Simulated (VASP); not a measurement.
Crystal: Ir.

```xyz
2
Lattice="2.7151 0.0000 0.0000 -1.3576 2.3513 0.0000 0.0000 0.0000 4.4347" Properties=species:S:1:pos:R:3 pbc="T T T"
Ir    0.0000    1.5676    3.3260
Ir    1.3576    0.7838    1.1087
```

```yaml
Program: VASP 6.6.1
Task: relaxation of cell and atoms
Functional: PBE
Potentials_or_basis: VASP PAW PBE potentials, release 64 (Ir)
Cutoff: 600 eV
k_mesh: 18 × 18 × 10
Occupations: gaussian, width 0.05 eV
Spin: no spin polarisation
```

At the start: pressure 11.1 GPa; volume 14.16 Å³/atom.

Task: How do energy, volume and symmetry change on relaxing?

Result: Over 12 steps the energy falls by 15.1 meV/atom and the volume is 14.58 Å³/atom (+3.0 %); space group P6_3/mmc (No. 194, to 0.05 Å).

The path:
| step | energy change (eV) | largest force (eV/Å) | pressure (GPa) | volume (Å³) |
| --- | --- | --- | --- | --- |
| 1 | 0.0000 | 0.0000 | 11.15 | 28.31 |
| 2 | 0.3056 | 0.0000 | -28.45 | 32.54 |
| 3 | -0.0295 | 0.0000 | -0.63 | 29.22 |
| 4 | -0.0296 | 0.0000 | -0.13 | 29.18 |
| 5 | -0.0296 | 0.0000 | 0.06 | 29.16 |
| 6 | -0.0302 | 0.0000 | 0.24 | 29.15 |
| 7 | -0.0302 | 0.0000 | 0.20 | 29.15 |
| 8 | -0.0302 | 0.0000 | 0.20 | 29.15 |
| 9 | -0.0302 | 0.0000 | 0.19 | 29.15 |
| 10 | -0.0302 | 0.0000 | 0.20 | 29.15 |
| 11 | -0.0302 | 0.0000 | -0.53 | 29.22 |
| 12 | -0.0302 | 0.0000 | 0.01 | 29.17 |

Final structure:
```
Ir
1.0
     2.74947    0.00000    0.00000
    -1.37474    2.38111    0.00000
     0.00000    0.00000    4.45552
Ir
2
Direct
  0.33333 0.66667 0.75000
  0.66667 0.33333 0.25000
```
